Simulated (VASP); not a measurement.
# C (I4_1/amd) in VASP: single point with HSE06

Aim: the single point of C with HSE06.

Program: VASP 6.6.1. These are calculated values, not measurements. Logs are shortened: lines on timing, memory, paths and dates and some standing lists are left out, and cuts for length are marked.

### 1 The cell of the first run

The structure is tetragonal, space group I4_1/amd (No. 141). The conventional cell has a = 2.517 Å, b = 2.517 Å, c = 3.382 Å, α = 90.00°, β = 90.00°, γ = 90.00°. Within 2.0 Å of C (site symmetry -4m2) lie 4 C at 1.52 Å.

### 2 Single point, HSE06 (uniaxial z strain -5.0%)

The input, POSCAR:

```
C
1.0
    0.0000000000      1.7801241434      1.6911179363
    1.7801241434      0.0000000000      1.6911179363
    1.7801241434      1.7801241434      0.0000000000
C
2
Direct
    0.0000000000      0.0000000000      0.0000000000
    0.2500000000      0.2500000000      0.2500000000
```

The input, INCAR.step1:

```
ALGO = Normal
EDIFF = 1E-5
ENCUT = 520
GGA = PE
ISIF = 2
ISMEAR = 0
LASPH = T
LCHARG = F
LREAL = F
LWAVE = T
NBANDS = 11
NELM = 80
PREC = Accurate
SIGMA = 0.01
```

The input, INCAR.step2:

```
ALGO = Normal
EDIFF = 1E-6
ENCUT = 520
GGA = PE
HFSCREEN = 0.2079
ISIF = 2
ISMEAR = 0
ISTART = 1
LASPH = T
LCHARG = F
LHFCALC = T
LREAL = F
LWAVE = F
NBANDS = 11
NELM = 80
PREC = Accurate
PRECFOCK = Normal
SIGMA = 0.01
```

The input, KPOINTS:

```
k-points
0
Gamma
  8 8 8
```

Potentials or basis: VASP PAW PBE potentials, release 64 (C).

Launch:

```sh
$ cat potpaw_PBE.64/C/POTCAR > POTCAR
$ cp INCAR.step1 INCAR
$ mpirun -np 1 vasp_std > vasp.out
$ cp INCAR.step2 INCAR
$ mpirun -np 1 vasp_std > vasp.out
```

OUTCAR:

```text
EDIFF = 1E-6
   ENCUT = 520
   GGA = PE
   HFSCREEN = 0.2079
   ISIF = 2
   ISMEAR = 0
   ISTART = 1
   LASPH = T
   LHFCALC = T
   LREAL = F
   NELM = 80
   PREC = Accurate
   PRECFOCK = Normal

 ion  position               nearest neighbor table
   1  0.000  0.000  0.000-   2 1.52   2 1.52   2 1.52   2 1.52
   2  0.250  0.250  0.250-   1 1.52   1 1.52   1 1.52   1 1.52

  LATTYP: Found a body centered tetragonal cell.
 ALAT       =     2.5174757063
 C/A-ratio  =     1.3435028843

  Lattice vectors:

 A1 = (   0.0000000000,  -1.7801241434,  -1.6911179363)
 A2 = (   0.0000000000,   1.7801241434,  -1.6911179363)
 A3 = (   1.7801241434,   0.0000000000,   1.6911179363)

Analysis of symmetry for initial positions (statically):
=====================================================================
 Subroutine PRICEL returns:
 Original cell was already a primitive cell.

 Routine SETGRP: Setting up the symmetry group for a
 body centered tetragonal supercell.

 Subroutine GETGRP returns: Found 16 space group operations
 (whereof  8 operations were pure point group operations)
 out of a pool of 16 trial point group operations.

The static configuration has the point symmetry D_2d.
 The point group associated with its full space group is D_4h.

Analysis of symmetry for dynamics (positions and initial velocities):
=====================================================================
 Subroutine PRICEL returns:
 Original cell was already a primitive cell.

 Routine SETGRP: Setting up the symmetry group for a
 body centered tetragonal supercell.

 Subroutine GETGRP returns: Found 16 space group operations
 (whereof  8 operations were pure point group operations)
 out of a pool of 16 trial point group operations.

The dynamic configuration has the point symmetry D_2d.
 The point group associated with its full space group is D_4h.

 Subroutine INISYM returns: Found 16 space group operations
 (whereof  8 operations are pure point group operations),
 and found     1 'primitive' translations

----------------------------------------------------------------------------------------

                                     Primitive cell

  volume of cell :      10.7178

  direct lattice vectors                    reciprocal lattice vectors
     0.000000000  1.780124143  1.691117936    -0.280879287  0.280879287  0.295662407
     1.780124143  0.000000000  1.691117936     0.280879287 -0.280879287  0.295662407
     1.780124143  1.780124143  0.000000000     0.280879287  0.280879287 -0.295662407

  length of vectors
     2.455345564  2.455345564  2.517475706     0.495179368  0.495179368  0.495179368

  position of ions in fractional coordinates (direct lattice)
     0.000000000  0.000000000  0.000000000
     0.250000000  0.250000000  0.250000000

  ion indices of the primitive-cell ions
   primitive index   ion index
                 1           1
                 2           2

----------------------------------------------------------------------------------------

 KPOINTS: k-points

Automatic generation of k-mesh.
 Grid dimensions read from file:
 generate k-points for:    8    8    8

 Generating k-lattice:

  Cartesian coordinates                     Fractional coordinates (reciprocal lattice)
    -0.035109911  0.035109911  0.036957801     0.125000000 -0.000000000  0.000000000
     0.035109911 -0.035109911  0.036957801    -0.000000000  0.125000000  0.000000000
     0.035109911  0.035109911 -0.036957801     0.000000000  0.000000000  0.125000000

  Length of vectors
     0.061897421  0.061897421  0.061897421

  Shift w.r.t. Gamma in fractional coordinates (k-lattice)
     0.000000000  0.000000000  0.000000000

 Subroutine IBZKPT returns following result:
 ===========================================

 Found     59 irreducible k-points:

 Following reciprocal coordinates:
            Coordinates               Weight
  0.000000  0.000000  0.000000      1.000000
  0.125000 -0.000000  0.000000      8.000000
  0.250000 -0.000000  0.000000      8.000000
  0.375000  0.000000  0.000000      8.000000
  0.500000 -0.000000  0.000000      4.000000
  0.125000  0.125000  0.000000      2.000000
[... 16 lines left out ...]
  0.250000 -0.000000  0.125000     16.000000
  0.375000 -0.000000  0.125000     16.000000
 [... further k-points ...]
   k-points           NKPTS =     59   k-points in BZ     NKDIM =    512   number of bands    NBANDS=     11
   number of dos      NEDOS =    301   number of ions     NIONS =      2
   total plane-waves  NPLWV =   6480
   dimension x,y,z NGX =    18 NGY =   18 NGZ =   20
   dimension x,y,z NGXF=    36 NGYF=   36 NGZF=   40
   ions per type =               2
   NGX,Y,Z   is equivalent  to a cutoff of  12.19, 12.19, 13.21 a.u.
   NGXF,Y,Z  is equivalent  to a cutoff of  24.37, 24.37, 26.41 a.u.
 SYSTEM =  unknown system
   PREC   = accura    normal or accurate (medium, high low for compatibility)
   ISTART =      1    job   : 0-new  1-cont  2-samecut
   ICHARG =      0    charge: 1-file 2-atom 10-const
   ISPIN  =      1    spin polarized calculation?
   LNONCOLLINEAR =      F non collinear calculations
   LSORBIT =      F    spin-orbit coupling
   LASPH  =      T    aspherical Exc in radial PAW
   ENCUT  =  520.0 eV  38.22 Ry    6.18 a.u.   4.57  4.57  4.68*2*pi/ulx,y,z
   NELM   =     80;   NELMIN=  2; NELMDL=  0     # of ELM steps
   EDIFF  = 0.1E-05   stopping-criterion for ELM
   LREAL  =      F    real-space projection
   EDIFFG = 0.1E-04   stopping-criterion for IOM
   NSW    =      0    number of steps for IOM
   IBRION =     -1    ionic relax: 0-MD 1-quasi-New 2-CG
   NFREE  =      0    steps in history (QN), initial steepest desc. (CG)
   ISIF   =      2    stress and relaxation
   ISYM   =      3    0-nonsym 1-usesym 2-fastsym
   POTIM  = 0.5000    time-step for ionic-motion
   TEBEG  =    0.0;   TEEND  =   0.0 temperature during run
   PSTRESS=    0.0 pullay stress
   NELECT =       8.0000    total number of electrons
   NUPDOWN=      -1.0000    fix difference up-down
   EMIN   =  10.00;   EMAX   =-10.00  energy-range for DOS
   EFERMI =   0.00;   METHOD = LEGACY
   ISMEAR =     0;   SIGMA  =   0.01  broadening in eV -4-tet -1-fermi 0-gaus
   EFERMI_NEDOS =   21; number of points for ismear=-14 and -15
   IALGO  =     38    algorithm
   IMIX   =      1    mixing-type and parameters
     AMIX     =   0.40;   BMIX     =  1.00
     AMIX_MAG =   1.60;   BMIX_MAG =  1.00
  volume/ion in A,a.u.               =       5.36        36.16
  Fermi-wavevector in a.u.,A,eV,Ry     =   1.485035  2.806309 30.005319  2.205329
  Thomas-Fermi vector in A             =   2.598497
   LORBIT       =      0    0 simple, 1 ext, 2 COOP (PROOUT), +10 PAW based schemes
   GGA     = PE    functional components
   LHFCALC =     T    Hartree Fock is set to
   PRECFOCK=normal    Normal, Fast or Accurate (Low or Medium for compatibility)
   ENCUT4O =  -1.0   cutoff for four orbital integrals eV
   NKREDX  =     1    reduce k-point grid by
   NKREDY  =     1    reduce k-point grid by
   NKREDZ  =     1    reduce k-point grid by
   AEXX    =    0.2500 exact exchange contribution
   HFSCREEN=    0.2079 screening length (either q_TF or 0.3 A-1)
   HFSCREENC=   0.2079 screening length for correlation (either q_TF or 0.3 A-1)
   ENCUTFOCK=  -1.0 apply spherical cutoff to Coloumb kernel
   IVDW    =     0    specifies the selected vdW correction
   LEPSILON=     F    determine dielectric tensor
   LRPA    =     F    only Hartree local field effects (RPA)
 non-spin polarized calculation
 Gauss-broadening in eV      SIGMA  =   0.01
  energy-cutoff  :      520.00
  volume of cell :       10.72
 maximum number of plane-waves:       302
  NGX = 14; NGY = 14; NGZ = 16

 number of electron       7.9999999 magnetization

 Free energy of the ion-electron system (eV)
  ---------------------------------------------------
  ext. energy  EPLUGINS =         0.00000000
  ---------------------------------------------------
  free energy    TOTEN  =       -20.96494103 eV

  energy without entropy =      -20.96494103  energy(sigma->0) =      -20.96494103

 E-fermi :  10.5783     XC(G=0): -11.0452

 val. band max:       10.4779334850   @ k =   0.0000   0.0000   0.0000
 cond. band min:      14.4928721396   @ k =   0.3750   0.3750   0.0000
 fundamental gap:      4.0149386546
 Fermi energy:        10.5783100794

 k-point     1 :       0.0000    0.0000    0.0000
  band No.  band energies     occupation
      1     -14.4056      2.00000
      2       9.6816      2.00000
      3       9.6816      2.00000
      4      10.4779      2.00000
      5      16.6707      0.00000
      6      17.3436      0.00000
      7      17.3436      0.00000
      8      26.5597      0.00000
      9      31.6084      0.00000
     10      37.5012      0.00000
     11      38.9627      0.00000

 k-point     2 :       0.1250   -0.0000    0.0000
  band No.  band energies     occupation
      1     -13.9195      2.00000
      2       7.2035      2.00000
      3       8.9105      2.00000
      4       9.5470      2.00000
      5      17.6536      0.00000
      6      18.2712      0.00000
      7      18.8026      0.00000
      8      26.8572      0.00000
      9      32.3501      0.00000
     10      34.6953      0.00000
     11      35.9012      0.00000

 k-point     3 :       0.2500   -0.0000    0.0000
  band No.  band energies     occupation
      1     -12.4731      2.00000
      2       2.4530      2.00000
      3       7.5675      2.00000
      4       8.3423      2.00000
      5      19.0486      0.00000
      6      19.5877      0.00000
      7      20.6148      0.00000
      8      27.5628      0.00000
      9      33.0507      0.00000
     10      34.1046      0.00000
     11      34.9836      0.00000
[... 267 lines left out ...]
 k-point    23 :       0.2500   -0.0000    0.1250
  band No.  band energies     occupation
      1     -12.6756      2.00000
      2       4.2235      2.00000
      3       6.7854      2.00000
      4       7.5156      2.00000
      5      17.6924      0.00000
      6      20.6612      0.00000
      7      22.0293      0.00000
      8      25.2847      0.00000
      9      32.2587      0.00000
     10      33.6195      0.00000
     11      37.9802      0.00000

 k-point    24 :       0.3750   -0.0000    0.1250
  band No.  band energies     occupation
      1     -10.6464      2.00000
      2      -0.3527      2.00000
      3       5.7901      2.00000
      4       6.3719      2.00000
      5      18.8892      0.00000
      6      21.3532      0.00000
      7      22.9892      0.00000
      8      26.0281      0.00000
      9      33.6070      0.00000
     10      34.4099      0.00000
     11      38.6722      0.00000

 [... further k-points ...]
[... 5 lines left out ...]
  --------------------------------------------------------------------------------------
  -------------------------------------------------------------------------------------
  Total        0.2594780      0.2594780      3.6316213      0.0000000      0.0000000      0.0000000
  in kB       38.7888289     38.7888289    542.8835286      0.0000000      0.0000000      0.0000000
  external PRESSURE =     206.8203955 kB  Pullay stress =       0.0000000 kB

 VOLUME and BASIS-vectors are now :
 -----------------------------------------------------------------------------
  energy-cutoff  :      520.00
  volume of cell :       10.72
      direct lattice vectors                 reciprocal lattice vectors
     0.000000000  1.780124143  1.691117936    -0.280879287  0.280879287  0.295662407
     1.780124143  0.000000000  1.691117936     0.280879287 -0.280879287  0.295662407
     1.780124143  1.780124143  0.000000000     0.280879287  0.280879287 -0.295662407

 POSITION                                       TOTAL-FORCE (eV/Angst)
 -----------------------------------------------------------------------------------
      0.00000      0.00000      0.00000         0.000000      0.000000     -0.000000
      0.89006      0.89006      0.84556         0.000000      0.000000      0.000000
 -----------------------------------------------------------------------------------
    total drift:                                0.000000      0.000000      0.000000

  FREE ENERGIE OF THE ION-ELECTRON SYSTEM (eV)
  ---------------------------------------------------
  free  energy   TOTEN  =       -20.9649410261 eV

  energy  without entropy=      -20.9649410261  energy(sigma->0) =      -20.96494103
```

Wall time 23 min (1 thread of AMD EPYC 7R13, shared host); peak memory 0.22 GiB.

What came out:

```
Free energy            : -20.9649 eV
Pressure               : 20.7 GPa
Band gap on the k mesh : 4.01 eV (least direct gap 6.19 eV)
```

Levels at points of the mesh, in eV from the valence-band top:
| k point | band 2 | band 3 | band 4 | band 5 | band 6 | band 7 |
| --- | --- | --- | --- | --- | --- | --- |
| (0.00, 0.00, 0.00) | -0.80 | -0.80 | 0.00 | 6.19 | 6.87 | 6.87 |
| (0.50, 0.00, 0.00) | -15.82 | -4.24 | -3.26 | 9.24 | 9.44 | 11.40 |
| (0.50, 0.50, 0.00) | -14.43 | -8.31 | -8.31 | 4.66 | 4.66 | 19.76 |
| (0.50, 0.00, 0.50) | -15.32 | -7.47 | -7.47 | 5.96 | 5.96 | 19.37 |

Caveat: the cell differs from its parent crystal (uniaxial z strain -5.0%); the stress differs along the axes, from 4 to 54 GPa; the PAW data sets were made with another functional, which shifts forces and pressure a little. A k mesh can miss the band edges.
